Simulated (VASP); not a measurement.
Here is a VASP 6.6.1 calculation.

File INCAR:

```
SYSTEM = Tc
PREC = Accurate ; ENCUT = 520
EDIFF = 1E-6 ; ISMEAR = 0
SIGMA = 0.05 ; LREAL = .False.
LASPH = .True. ; NELM = 60
ALGO = Normal ; ISIF = 2
LWAVE = .False. ; LCHARG = .True.
LELF = .True. ; LVHAR = .True.
NBANDS = 20
```

KPOINTS

```
Automatic mesh
0
Gamma
  18 18 10
  0 0 0
```

The input POSCAR:

```
Tc
1.0
    2.7093835631      0.0000000000      0.0000000000
   -1.3546917815      2.3463949942      0.0000000000
    0.0000000000      0.0000000000      4.3292351734
Tc
2
Direct
    0.3333333333      0.6666666667      0.7500000000
    0.6666666667      0.3333333333      0.2500000000
```

Potentials or basis: VASP PAW LDA potentials, release 64 (Tc_pv).

Command:

```sh
$ cat potpaw_LDA.64/Tc_pv/POTCAR > POTCAR
$ mpirun -np 1 vasp_std > vasp.out
```

Problem. Estimate the pressure.

Solution. 0.2 GPa.

Problem. Predict the band gap on the k mesh.

Solution. Zero (bands 13 and 14 overlap by 3.63 eV).

Stress tensor (GPa, compression positive):
```
0.21 0.00 0.00
0.00 0.21 0.00
0.00 0.00 0.09
```
